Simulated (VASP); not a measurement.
## PbO2: relaxation of cell and atoms with PBEsol

The system is PbO2.

```
Pb O
1.0
     0.00000    2.70199    2.70199
     2.70199    0.00000    2.70199
     2.70199    2.70199    0.00000
Pb O
1 2
Direct
  0.00000 0.00000 0.00000
  0.75000 0.75000 0.75000
  0.25000 0.25000 0.25000
```

```json
{
 "Program": "VASP 6.6.1",
 "Task": "relaxation of cell and atoms",
 "Functional": "PBEsol",
 "Potentials or basis": "VASP PAW PBE potentials, release 64 (Pb_d, O)",
 "Cutoff": "600 eV",
 "k mesh": "9 × 9 × 9",
 "Occupations": "fermi-dirac, width 0.05 eV",
 "Spin": "no spin polarisation",
 "Target pressure": "10 GPa",
 "Dipole correction": "no",
 "Further INCAR settings": "ALGO = Normal; EDIFF = 1e-06; IBRION = 2; EDIFFG = -0.01; NSW = 60; ISIF = 3"
}
```

```
Relaxed volume                                             : 11.93 Å³/atom
Relaxed cell                                               : a = 3.699 Å, b = 3.699 Å, c = 3.699 Å, α = 60.00°, β = 60.00°, γ = 60.00°
Space group after relaxing (to 0.1 Å)                      : Fm-3m (No. 225)
Energy change on relaxing (the run minimises the enthalpy) : +11.9 meV/atom
Ionic steps                                                : 4
Pressure after relaxing                                    : 10.1 GPa
Band gap on the k mesh                                     : zero (bands 13 and 14 overlap by 1.38 eV)
```

Step by step:
```tsv
step	energy change (eV)	largest force (eV/Å)	pressure (GPa)	volume (Å³)
1	0.0000	0.0000	-5.59	39.45
2	0.4475	0.0000	33.31	32.59
3	0.0314	0.0000	9.73	35.85
4	0.0357	0.0000	10.10	35.79
```

Final structure:
```cif
data_structure
_symmetry_space_group_name_H-M 'P 1'
_symmetry_Int_Tables_number 1
_cell_length_a 3.6989
_cell_length_b 3.6989
_cell_length_c 3.6989
_cell_angle_alpha 60.000
_cell_angle_beta 60.000
_cell_angle_gamma 60.000
_cell_volume 35.79
loop_
_atom_site_label
_atom_site_type_symbol
_atom_site_fract_x
_atom_site_fract_y
_atom_site_fract_z
_atom_site_occupancy
Pb1 Pb 0.00000 0.00000 0.00000 1
O1 O 0.75000 0.75000 0.75000 1
O2 O 0.25000 0.25000 0.25000 1
```

Levels at points of the mesh, in eV from the Fermi level:
| k point | band 10 | band 11 | band 12 | band 13 | band 14 | band 15 | band 16 | band 17 |
| --- | --- | --- | --- | --- | --- | --- | --- | --- |
| (0.00, 0.00, 0.00) | -2.17 | -2.03 | -1.45 | -1.45 | -1.45 | 7.08 | 7.08 | 7.08 |

Run time: 100 s on 1 thread of Intel Xeon 8259CL (shared host), peak memory 0.2 GiB.

Caveat: the cell is relaxed towards a set pressure, so the run minimises the enthalpy, not the energy; the PAW data sets were made with another functional, which shifts forces and pressure a little; spin-orbit coupling is left out, which moves the levels of the heavy elements.
